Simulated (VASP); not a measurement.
# GaAs (F-43m) in VASP: a series of runs, part 2 of 2

VASP 6.6.1.

## Step 3: Relaxation of cell and atoms, LDA

This run uses another cell than the first one, of 22.79 Å³/atom.

INCAR reads:

```
SYSTEM = GaAs
  ALGO = Normal
  EDIFF = 1E-7
  EDIFFG = -0.03
  ENCUT = 500
  GGA = CA
  GGA_COMPAT = .FALSE.
  IBRION = 2
  ISIF = 3
  ISMEAR = 0
  LASPH = .TRUE.
  LCHARG = .FALSE.
  LREAL = .FALSE.
  LWAVE = .FALSE.
  NELM = 120
  NELMIN = 4
  NSW = 60
  PREC = Accurate
  SIGMA = 0.02
```

KPOINTS reads:

```
k-points
0
G
  7 7 7
  0 0 0
```

POSCAR reads:

```
GaAs
1.0
    0.0000000000      2.8350000000      2.8350000000
    2.8350000000      0.0000000000      2.8350000000
    2.8350000000      2.8350000000      0.0000000000
Ga As
1 1
Direct
    0.0000000000      0.0000000000      0.0000000000
    0.2500000000      0.2500000000      0.2500000000
```

Potentials or basis: VASP PAW LDA potentials, release 64 (Ga_d, As).

Started as:

```sh
$ cat potpaw_LDA.64/Ga_d/POTCAR potpaw_LDA.64/As/POTCAR > POTCAR
$ mpirun -np 1 vasp_std > vasp.out
```

OUTCAR:

```text
SYSTEM = GaAs
   EDIFF = 1E-7
   EDIFFG = -0.03
   ENCUT = 500
   GGA = CA
   IBRION = 2
   ISIF = 3
   ISMEAR = 0
   LASPH = .TRUE.
   LREAL = .FALSE.
   NELM = 120
   NELMIN = 4
   NSW = 60
   PREC = Accurate

 ion  position               nearest neighbor table
   1  0.000  0.000  0.000-   2 2.46   2 2.46   2 2.46   2 2.46
   2  0.250  0.250  0.250-   1 2.46   1 2.46   1 2.46   1 2.46

  LATTYP: Found a face centered cubic cell.
 ALAT       =     5.6700000000

  Lattice vectors:

 A1 = (   0.0000000000,   2.8350000000,   2.8350000000)
 A2 = (   2.8350000000,   0.0000000000,   2.8350000000)
 A3 = (   2.8350000000,   2.8350000000,   0.0000000000)

Analysis of symmetry for initial positions (statically):
=====================================================================
 Subroutine PRICEL returns:
 Original cell was already a primitive cell.

 Routine SETGRP: Setting up the symmetry group for a
 face centered cubic supercell.

 Subroutine GETGRP returns: Found 24 space group operations
 (whereof 24 operations were pure point group operations)
 out of a pool of 48 trial point group operations.

The static configuration has the point symmetry T_d .

Analysis of symmetry for dynamics (positions and initial velocities):
=====================================================================
 Subroutine PRICEL returns:
 Original cell was already a primitive cell.
[... 126 lines left out ...]
  Thomas-Fermi vector in A             =   2.336981
   LORBIT       =      0    0 simple, 1 ext, 2 COOP (PROOUT), +10 PAW based schemes
   GGA     = CA    functional components
   LHFCALC =     F    Hartree Fock is set to
   AEXX    =    0.0000 exact exchange contribution
   IVDW    =     0    specifies the selected vdW correction
   LEPSILON=     F    determine dielectric tensor
   LRPA    =     F    only Hartree local field effects (RPA)
 conjugate gradient relaxation of ions
 non-spin polarized calculation
 Gauss-broadening in eV      SIGMA  =   0.02
  energy-cutoff  :      500.00
  volume of cell :       45.57
 maximum number of plane-waves:      1173
 NGX is ok and might be reduce to    30
   NGX = 15   NGY = 15   NGZ = 15

--------------------------------------- Ionic step        1  -------------------------------------------

 number of electron      17.9999989 magnetization

 Free energy of the ion-electron system (eV)
  ---------------------------------------------------
  ext. energy  EPLUGINS =         0.00000000
  ---------------------------------------------------
  free energy    TOTEN  =        -9.62050201 eV

  energy without entropy =       -9.62050201  energy(sigma->0) =       -9.62050201

 E-fermi :   3.8812     XC(G=0):  -9.8732

 val. band max:        3.7230768386   @ k =   0.0000   0.0000   0.0000
 cond. band min:       3.9885462032   @ k =   0.0000   0.0000   0.0000
 fundamental gap:      0.2654693645
 Fermi energy:         3.8812379676
[... 716 lines left out ...]
--------------------------------------- Ionic step        3  -------------------------------------------

 number of electron      18.0000011 magnetization

 Free energy of the ion-electron system (eV)
  ---------------------------------------------------
  ext. energy  EPLUGINS =         0.00000000
  ---------------------------------------------------
  free energy    TOTEN  =        -9.63062175 eV

  energy without entropy =       -9.63062175  energy(sigma->0) =       -9.63062175

 E-fermi :   4.1269     XC(G=0): -10.0137

 val. band max:        4.0288877186   @ k =   0.0000   0.0000   0.0000
 cond. band min:       4.5341402823   @ k =   0.0000   0.0000   0.0000
 fundamental gap:      0.5052525637
 Fermi energy:         4.1268517834
[... 347 lines left out ...]
  FREE ENERGIE OF THE ION-ELECTRON SYSTEM (eV)
  ---------------------------------------------------
  free  energy   TOTEN  =        -9.6306217523 eV

  energy  without entropy=       -9.6306217523  energy(sigma->0) =       -9.63062175

 reached required accuracy - stopping structural energy minimisation
```

OSZICAR:

```text
N       E                     dE             d eps       ncg     rms          rms(c)
DAV:   1     0.782742028309E+02    0.78274E+02   -0.90714E+03   536   0.187E+03
DAV:   2    -0.330146298761E+01   -0.81576E+02   -0.78883E+02   580   0.333E+02
DAV:   3    -0.973001253694E+01   -0.64285E+01   -0.64006E+01   660   0.761E+01
[... 26 lines left out ...]
DAV:   4    -0.963070699921E+01    0.55488E-03   -0.66256E-04   643   0.418E-01    0.344E-02
DAV:   5    -0.963062463960E+01    0.82360E-04   -0.44194E-05   652   0.994E-02    0.952E-03
DAV:   6    -0.963062186746E+01    0.27721E-05   -0.47330E-06   684   0.374E-02    0.512E-03
DAV:   7    -0.963062176522E+01    0.10224E-06   -0.68003E-07   563   0.174E-02    0.134E-03
DAV:   8    -0.963062175233E+01    0.12885E-07   -0.74655E-08   275   0.312E-03
   3 F= -.96306218E+01 E0= -.96306218E+01  d E =-.101197E-01
```

CONTCAR:

```text
GaAs
   1.00000000000000
     0.0000000000000000    2.8051092569726714    2.8051092569726714
     2.8051092569726714    0.0000000000000000    2.8051092569726714
     2.8051092569726714    2.8051092569726714    0.0000000000000000
  Ga              As
     1     1
Direct
     0.0000000000000000    0.0000000000000000    0.0000000000000000
     0.2500000000000000    0.2500000000000000    0.2500000000000000

  0.00000000E+00  0.00000000E+00  0.00000000E+00
  0.00000000E+00  0.00000000E+00  0.00000000E+00
```

Run time: 38 s. Hardware: 1 thread of Intel Xeon Platinum 8259CL at 2.50GHz (Skylake/Cascade Lake), shared host; peak memory 0.16 GiB.

What came out:

- Free energy: -9.6306 eV
- Relaxed volume: 22.07 Å³/atom
- Relaxed cell: a = 3.967 Å, b = 3.967 Å, c = 3.967 Å, α = 60.00°, β = 60.00°, γ = 60.00°
- Space group after relaxing (to 0.1 Å): F-43m (No. 216)
- Energy gained by relaxing: 5.1 meV/atom
- Ionic steps: 3
- Pressure after relaxing: 0.0 GPa
- Band gap on the k mesh: 0.51 eV

Step by step:
| step | energy change (eV) | largest force (eV/Å) | pressure (GPa) | volume (Å³) |
| --- | --- | --- | --- | --- |
| 1 | 0.0000 | 0.0000 | -2.20 | 45.57 |
| 2 | -0.0081 | 0.0000 | 1.07 | 43.53 |
| 3 | -0.0101 | 0.0000 | 0.00 | 44.14 |

Final structure:
```cif
data_structure
_symmetry_space_group_name_H-M 'P 1'
_symmetry_Int_Tables_number 1
_cell_length_a 3.9670
_cell_length_b 3.9670
_cell_length_c 3.9670
_cell_angle_alpha 60.000
_cell_angle_beta 60.000
_cell_angle_gamma 60.000
_cell_volume 44.14
loop_
_atom_site_label
_atom_site_type_symbol
_atom_site_fract_x
_atom_site_fract_y
_atom_site_fract_z
_atom_site_occupancy
Ga1 Ga 0.00000 0.00000 0.00000 1
As1 As 0.25000 0.25000 0.25000 1
```

Levels at points of the mesh, in eV from the valence-band top:
```tsv
k point	band 6	band 7	band 8	band 9	band 10	band 11	band 12	band 13
(0.00, 0.00, 0.00)	-12.93	0.00	0.00	0.00	0.51	3.68	3.68	3.68
```

Caveat: an odd mesh through Γ misses points on the zone boundary, where band edges can lie.
